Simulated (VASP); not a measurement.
Here is a VASP 6.6.1 calculation.

INCAR

```
SYSTEM = MgCd2TeSe2
PREC     = Accurate       ! precision mode
ENCUT    = 600            ! plane-wave cutoff, eV
EDIFF    = 1E-7           ! SCF threshold, eV
ISMEAR   = 0              ! smearing method
SIGMA    = 0.1            ! smearing width, eV
LREAL    = .FALSE.        ! projectors in reciprocal space
LASPH    = .TRUE.         ! aspherical terms in the spheres
NELM     = 80             ! most SCF steps
ALGO     = Normal         ! electronic algorithm
ISIF     = 3              ! what is computed and relaxed
LWAVE    = .FALSE.        ! write WAVECAR
LCHARG   = .FALSE.        ! write CHGCAR
GGA      = PE             ! functional
IBRION   = 2              ! ionic algorithm
NSW      = 100            ! ionic steps
EDIFFG   = -0.01          ! ionic threshold
```

File KPOINTS:

```
Automatic mesh
0
G
  10 10 4
  0 0 0
```

File POSCAR:

```
MgCd2TeSe2
1.0
    4.0092080048      0.0000000000      0.0000000000
    0.0000000000      4.0092080048      0.0000000000
    0.0000000000      0.0000000000     12.1353362305
Mg Cd Te Se
1 2 1 2
Direct
    0.5000000000      0.5000000000      0.5000000000
    0.0000000000      0.0000000000      0.2454290594
    0.0000000000      0.0000000000      0.7545709406
    0.0000000000      0.0000000000      0.0000000000
    0.5000000000      0.5000000000      0.0000000000
    0.0000000000      0.0000000000      0.5000000000
```

Potentials or basis: VASP PAW PBE potentials, release 64 (Mg, Cd, Te, Se).

Run with:

```bash
$ cat potpaw_PBE.64/Mg/POTCAR potpaw_PBE.64/Cd/POTCAR potpaw_PBE.64/Te/POTCAR potpaw_PBE.64/Se/POTCAR > POTCAR
$ mpirun -np 1 vasp_std > vasp.out
```

(1) Estimate the relaxed volume.

(2) Estimate the space group after relaxing (to 0.1 Å).

(3) Predict the relaxed cell.

Results:

(1) 32.22 Å³/atom.

(2) P4/mmm (No. 123).

(3) a = 3.959 Å, b = 3.959 Å, c = 12.337 Å, α = 90.00°, β = 90.00°, γ = 90.00°.
